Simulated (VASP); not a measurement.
Si:

```
Si
1.0
     0.00000    2.72212    2.72212
     2.72212    0.00000    2.72212
     2.72212    2.72212    0.00000
Si
2
Direct
  0.00000 0.00000 0.00000
  0.25000 0.25000 0.25000
```

Program: VASP 6.6.1. Alike in all runs: task single point; potentials or basis VASP PAW PBE potentials, release 64 (Si); no spin polarisation; cell as given; cutoff (eV) 520.

**Question.** Order these runs on this cell by their band gap on the k mesh, lowest first.
A. level r2SCAN; k mesh 6 × 6 × 6; smearing gaussian 0.001 eV
B. level PBE-based screened hybrid with 40 % exact exchange; k mesh 4 × 4 × 4; smearing gaussian 0.01 eV; grid for exact exchange (PRECFOCK) Normal; share of exact exchange 0.4; screening parameter 0.1 1/Å
C. level PBE-based screened hybrid with 100 % exact exchange; k mesh 4 × 4 × 4; smearing gaussian 0.01 eV; grid for exact exchange (PRECFOCK) Normal; share of exact exchange 1; screening parameter 0.2078 1/Å

**Answer.** A (0.93 eV), B (2.27 eV), C (3.56 eV).

Caveats: some runs use coarse meshes.

A k mesh can miss the band edges.
